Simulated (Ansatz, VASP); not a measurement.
# Pb: VASP beside Ansatz

INCAR

```
SYSTEM = Pb
PREC = Accurate
ENCUT = 520
EDIFF = 1E-8
ISMEAR = -1
SIGMA = 0.05
LREAL = .False.
LASPH = .True.
NELM = 60
ALGO = Normal
ISIF = 2
LWAVE = .False.
LCHARG = .False.
GGA = PE
LEFG = .True.
NBANDS = 21
```

File KPOINTS:

```
regular mesh
0
Gamma
  8 8 8
  0 0 0
```

File POSCAR:

```
Pb
1.0
    0.0000000000      3.4168854378      3.4168854378
    3.4168854378      0.0000000000      3.4168854378
    3.4168854378      3.4168854378      0.0000000000
Pb
2
Direct
   -0.1925000000     -0.1025000000     -0.1025000000
    0.1925000000      0.1025000000      0.1025000000
```

Input for Ansatz:

```yaml
crystal:
  lattice:
    - [0.0, 3.4168854378, 3.4168854378]
    - [3.4168854378, 0.0, 3.4168854378]
    - [3.4168854378, 3.4168854378, 0.0]
  atoms:
    - { symbol: Pb, position: [-0.1925, -0.1025, -0.1025] }
    - { symbol: Pb, position: [0.1925, 0.1025, 0.1025] }
kpoints:
  mp_grid: { grid: [8, 8, 8] }
scf:
  occupations: { method: fermi_dirac, width: 0.05 }
hamiltonian:
  xc: pbe
  pseudopotentials: { kind: paw }
output:
  forces: true
  stress: true
  eigenvalues: true
  efg: { contact_densities: true }
  populations: true
```

Change from the starting cell: shortest bond scaled by 0.82, PAW files.

Alike in both runs: task electric field gradients; functional PBE; k mesh 8 × 8 × 8; occupations fermi-dirac, width 0.05 eV; no spin polarisation.

|  | VASP | Ansatz |
| --- | --- | --- |
| version | VASP 6.6.1 | Ansatz 0.2.0 |
| potentials or method | VASP PAW PBE potentials, release 64 (Pb_d) | PAW with Ansatz's default frozen-core files, scalar-relativistic |
| plane-wave cutoff (eV) | 520 | 420 |
| valence electrons in the cell | 28 | 28 |

Ansatz gave:

* pressure (GPa): 9.5
* traceless stress, the component that is largest in VASP (GPa): -10.35
* rms of the force components (eV/Å): 3.983
* size of Vzz on the site where it differs most (V/Å²): 364.1

Q: Which values does VASP return?

A: Pressure (GPa): 9.4; traceless stress, the component that is largest in VASP (GPa): -10.36; rms of the force components (eV/Å): 3.987; size of Vzz on the site where it differs most (V/Å²): 422.0.

Atom by atom the forces differ by 0.004 eV/Å (rms over components).

Spin-orbit coupling is off throughout.
